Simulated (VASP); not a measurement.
# KNd2Sb3 (P-6m2) in VASP: further runs, part 2 of 3

VASP 6.6.1. Earlier steps stand in the parts before.

### Step 3. Relaxation of cell and atoms, PBE

This run uses another cell than the first one, of 36.82 Å³/atom.

INCAR

```
SYSTEM = KNd2Sb3
PREC     = Accurate       ! precision mode
ENCUT    = 500            ! plane-wave cutoff, eV
EDIFF    = 1E-7           ! SCF threshold, eV
ISMEAR   = 0              ! smearing method
SIGMA    = 0.2            ! smearing width, eV
LREAL    = .FALSE.        ! projectors in reciprocal space
LASPH    = .TRUE.         ! aspherical terms in the spheres
NELM     = 200            ! most SCF steps
ALGO     = Normal         ! electronic algorithm
ISIF     = 3              ! what is computed and relaxed
LWAVE    = .FALSE.        ! write WAVECAR
LCHARG   = .FALSE.        ! write CHGCAR
GGA      = PE             ! functional
IBRION   = 2              ! ionic algorithm
NSW      = 36             ! ionic steps
EDIFFG   = -0.08          ! ionic threshold
GGA_COMPAT= .FALSE.      
NELMIN   = 4            
LMAXMIX  = 6              ! l up to which the mixer works
```

KPOINTS

```
regular mesh
0
G
  4 4 2
  0 0 0
```

POSCAR

```
KNd2Sb3
1.0
    4.9533311200      0.0000000000      0.0000000000
   -2.4766655600      4.2897105800      0.0000000000
    0.0000000000      0.0000000000     10.3974018700
K Nd Sb
1 2 3
Direct
    0.6666666700      0.3333333300      0.0000000000
    0.3333333300      0.6666666700      0.1220931100
    0.3333333300      0.6666666700      0.8779068900
    0.0000000000      0.0000000000      0.5000000000
    0.0000000000      0.0000000000      0.8194518400
    0.0000000000      0.0000000000      0.1805481600
```

Potentials or basis: VASP PAW PBE potentials, release 64 (K_sv, Nd_3, Sb), 4f in core.

Launch:

```
cat potpaw_PBE.64/K_sv/POTCAR potpaw_PBE.64/Nd_3/POTCAR potpaw_PBE.64/Sb/POTCAR > POTCAR
mpirun -np 1 vasp_std > vasp.out
```

OUTCAR:

```text
SYSTEM = KNd2Sb3
   PREC = Accurate
   ENCUT = 500
   EDIFF = 1E-7
   ISMEAR = 0
   LREAL = .FALSE.
   LASPH = .TRUE.
   NELM = 200
   ISIF = 3
   GGA = PE
   IBRION = 2
   NSW = 36
   EDIFFG = -0.08
   NELMIN = 4

 ion  position               nearest neighbor table
   1  0.667  0.333  0.000-   2 3.13   3 3.13   2 3.13   3 3.13   2 3.13   3 3.13   5 3.42   6 3.42
                             5 3.42   6 3.42   5 3.42   6 3.42
   2  0.333  0.667  0.122-   3 2.54   6 2.92   6 2.92   6 2.92   1 3.13   1 3.13   1 3.13
   3  0.333  0.667  0.878-   2 2.54   5 2.92   5 2.92   5 2.92   1 3.13   1 3.13   1 3.13
   4  0.000  0.000  0.500-   5 3.32   6 3.32
   5  0.000  0.000  0.819-   3 2.92   3 2.92   3 2.92   4 3.32   1 3.42   1 3.42   1 3.42   6 3.75

   6  0.000  0.000  0.181-   2 2.92   2 2.92   2 2.92   4 3.32   1 3.42   1 3.42   1 3.42   5 3.75

  LATTYP: Found a hexagonal cell.
 ALAT       =     4.9533311200
 C/A-ratio  =     2.0990726479

  Lattice vectors:

 A1 = (   4.9533311200,   0.0000000000,   0.0000000000)
 A2 = (  -2.4766655600,   4.2897105800,   0.0000000000)
 A3 = (   0.0000000000,   0.0000000000,  10.3974018700)

Analysis of symmetry for initial positions (statically):
=====================================================================
 Subroutine PRICEL returns:
 Original cell was already a primitive cell.

 Routine SETGRP: Setting up the symmetry group for a
 hexagonal supercell.

 Subroutine GETGRP returns: Found 12 space group operations
 (whereof 12 operations were pure point group operations)
 out of a pool of 24 trial point group operations.

The static configuration has the point symmetry D_3h.

Analysis of symmetry for dynamics (positions and initial velocities):
=====================================================================
 Subroutine PRICEL returns:
 Original cell was already a primitive cell.

 Routine SETGRP: Setting up the symmetry group for a
 hexagonal supercell.

 Subroutine GETGRP returns: Found 12 space group operations
 (whereof 12 operations were pure point group operations)
 out of a pool of 24 trial point group operations.
[... 128 lines left out ...]
 maximum number of plane-waves:      5633
   NGX = 19   NGY = 19   NGZ = 37

--------------------------------------- Ionic step        1  -------------------------------------------

 number of electron      46.0000003 magnetization

 Free energy of the ion-electron system (eV)
  ---------------------------------------------------
  ext. energy  EPLUGINS =         0.00000000
  ---------------------------------------------------
  free energy    TOTEN  =       -18.44252676 eV

  energy without entropy =      -18.31838929  energy(sigma->0) =      -18.38045803

------------------------ aborting loop because EDIFF is reached ----------------------------------------

  FORCE on cell =-STRESS in cart. coord.  units (eV):
  Direction    XX          YY          ZZ          XY          YZ          ZX
  --------------------------------------------------------------------------------------
  -------------------------------------------------------------------------------------
  Total       14.9003476     14.9003476      5.9457548      0.0000000      0.0000000      0.0000000
  in kB      108.0579685    108.0579684     43.1188723      0.0000000      0.0000000      0.0000000
  external PRESSURE =      86.4116031 kB  Pullay stress =       0.0000000 kB
[... 101 lines left out ...]
  FREE ENERGIE OF THE ION-ELECTRON SYSTEM (eV)
  ---------------------------------------------------
  free  energy   TOTEN  =       -20.8364530586 eV

  energy  without entropy=      -20.5570104031  energy(sigma->0) =      -20.69673173

 E-fermi :   4.3515     XC(G=0):  -8.8830

 val. band max:        4.3129187724   @ k =   0.2500   0.2500   0.0000
 cond. band min:       4.5242306658   @ k =   0.2500   0.0000   0.0000
 fundamental gap:      0.2113118935
 Fermi energy:         4.3514757199

 k-point     1 :       0.0000    0.0000    0.0000
  band No.  band energies     occupation
      1     -34.1074      2.00000
      2     -34.0501      2.00000
      3     -26.1452      2.00000
      4     -15.4794      2.00000
      5     -15.2875      2.00000
      6     -15.2875      2.00000
[... 229 lines left out ...]
     26       5.8060      0.00000
     27       6.0427      0.00000

[... ionic steps 4 to 26 ...]

--------------------------------------- Ionic step       27  -------------------------------------------

 number of electron      46.0000000 magnetization

------------------------ aborting loop because EDIFF is reached ----------------------------------------
[... 75 lines left out ...]
--------------------------------------- Ionic step       29  -------------------------------------------

 number of electron      45.9999997 magnetization

 Free energy of the ion-electron system (eV)
  ---------------------------------------------------
  ext. energy  EPLUGINS =         0.00000000
  ---------------------------------------------------
  free energy    TOTEN  =       -27.54043022 eV

  energy without entropy =      -27.54024914  energy(sigma->0) =      -27.54033968

 E-fermi :   3.4186     XC(G=0):  -8.4483

 val. band max:        2.9515249651   @ k =   0.2500   0.2500   0.5000
 cond. band min:       3.8651833097   @ k =   0.5000   0.0000   0.0000
 fundamental gap:      0.9136583446
 Fermi energy:         3.4185836852

 k-point     1 :       0.0000    0.0000    0.0000
  band No.  band energies     occupation
      1     -34.8744      2.00000
      2     -34.8577      2.00000
      3     -27.2491      2.00000
      4     -16.1304      2.00000
      5     -16.0034      2.00000
      6     -16.0034      2.00000
[... 262 lines left out ...]
  FREE ENERGIE OF THE ION-ELECTRON SYSTEM (eV)
  ---------------------------------------------------
  free  energy   TOTEN  =       -27.5404302205 eV

  energy  without entropy=      -27.5402491355  energy(sigma->0) =      -27.54033968

 reached required accuracy - stopping structural energy minimisation
```

OSZICAR:

```text
N       E                     dE             d eps       ncg     rms          rms(c)
DAV:   1     0.393379126491E+03    0.39338E+03   -0.19251E+04   432   0.141E+03
DAV:   2     0.101753245407E+02   -0.38320E+03   -0.37608E+03   512   0.359E+02
DAV:   3    -0.226704920273E+02   -0.32846E+02   -0.32108E+02   698   0.882E+01
[... 394 lines left out ...]
DAV:   6    -0.275404257901E+02   -0.35175E-05   -0.24972E-05   601   0.262E-02    0.112E-02
DAV:   7    -0.275404292243E+02   -0.34342E-05   -0.82645E-06   498   0.135E-02    0.295E-03
DAV:   8    -0.275404298718E+02   -0.64747E-06   -0.12767E-06   548   0.541E-03    0.149E-03
DAV:   9    -0.275404301623E+02   -0.29048E-06   -0.36652E-07   427   0.272E-03    0.467E-04
DAV:  10    -0.275404302205E+02   -0.58190E-07   -0.42651E-08   267   0.104E-03
  29 F= -.27540430E+02 E0= -.27540340E+02  d E =-.122530E-01
```

Run time: 22 min. Hardware: 1 thread of Intel Xeon Platinum 8375C at 2.90GHz (Ice Lake), shared host; peak memory 0.36 GiB.

Results:

```
Free energy                           : -27.5404 eV
Relaxed volume                        : 37.70 Å³/atom
Relaxed cell                          : a = 4.857 Å, b = 4.857 Å, c = 11.073 Å, α = 90.00°, β = 90.00°, γ = 120.00°
Space group after relaxing (to 0.1 Å) : P-6m2 (No. 187)
Energy gained by relaxing             : 1516.3 meV/atom
Ionic steps                           : 29
Pressure after relaxing               : 0.2 GPa
Largest force after relaxing          : 0.078 eV/Å
Band gap on the k mesh                : 0.91 eV (least direct gap 1.15 eV)
```

Forces on the atoms (eV/Å):
```
K    0.000  0.000  0.000
Nd   0.000  0.000  0.078
Nd   0.000  0.000 -0.078
Sb   0.000  0.000  0.000
Sb   0.000  0.000 -0.013
Sb   0.000  0.000  0.013
```

Step by step:
```tsv
step	energy change (eV)	largest force (eV/Å)	pressure (GPa)	volume (Å³)
1	0.0000	4.6267	8.64	220.93
2	-2.3615	2.1849	-1.26	290.28
3	-2.3939	2.2647	-1.51	296.16
4	-2.4236	2.2445	-2.01	308.16
5	-3.2199	1.8612	-1.80	293.20
6	-4.9917	1.5524	-0.61	251.13
7	-5.9209	4.1137	14.12	178.86
8	-6.0600	2.1412	3.15	215.46
9	-6.4156	2.7318	7.09	196.63
10	-6.8324	2.5269	6.38	197.04
11	-7.7707	1.6954	5.02	198.27
12	-6.2679	5.6867	5.38	200.76
13	-7.9004	1.3980	4.79	198.69
14	-7.9130	1.2899	4.72	198.86
15	-8.2944	0.6722	2.51	205.47
16	-8.5916	0.1201	-0.41	217.12
17	-8.6100	0.3053	-1.08	220.56
18	-8.6107	0.3530	-1.25	221.50
19	-8.6629	0.3853	-0.87	219.17
20	-8.7540	0.4663	0.55	212.12
21	-8.7607	0.4833	1.23	209.24
22	-8.8146	0.5621	0.98	211.29
23	-8.9018	0.6394	0.37	217.03
24	-8.9653	0.5669	-0.09	220.68
25	-9.0422	0.3501	-1.11	230.88
26	-9.0817	0.1013	-0.28	227.41
27	-9.0857	0.1076	0.09	226.03
28	-9.0923	0.0975	0.12	226.09
29	-9.0979	0.0782	0.21	226.18
```

Final structure:
```cif
data_structure
_symmetry_space_group_name_H-M 'P 1'
_symmetry_Int_Tables_number 1
_cell_length_a 4.8566
_cell_length_b 4.8566
_cell_length_c 11.0727
_cell_angle_alpha 90.000
_cell_angle_beta 90.000
_cell_angle_gamma 120.000
_cell_volume 226.18
loop_
_atom_site_label
_atom_site_type_symbol
_atom_site_fract_x
_atom_site_fract_y
_atom_site_fract_z
_atom_site_occupancy
K1 K 0.66667 0.33333 0.00000 1
Nd1 Nd 0.33333 0.66667 0.33143 1
Nd2 Nd 0.33333 0.66667 0.66858 1
Sb1 Sb 0.00000 0.00000 0.50000 1
Sb2 Sb 0.00000 0.00000 0.79062 1
Sb3 Sb 0.00000 0.00000 0.20938 1
```

Caveat: spin-orbit coupling is left out, which moves the levels of the heavy elements; the 4f electrons are frozen in the core, so they carry no moment and show no levels; the relaxation stopped at a loose force limit of 0.08 eV/Å, so its end isn't a converged minimum.

[end of part 2 of 3]

The gap in the log of VASP goes by the Fermi energy; the results here count the filled bands.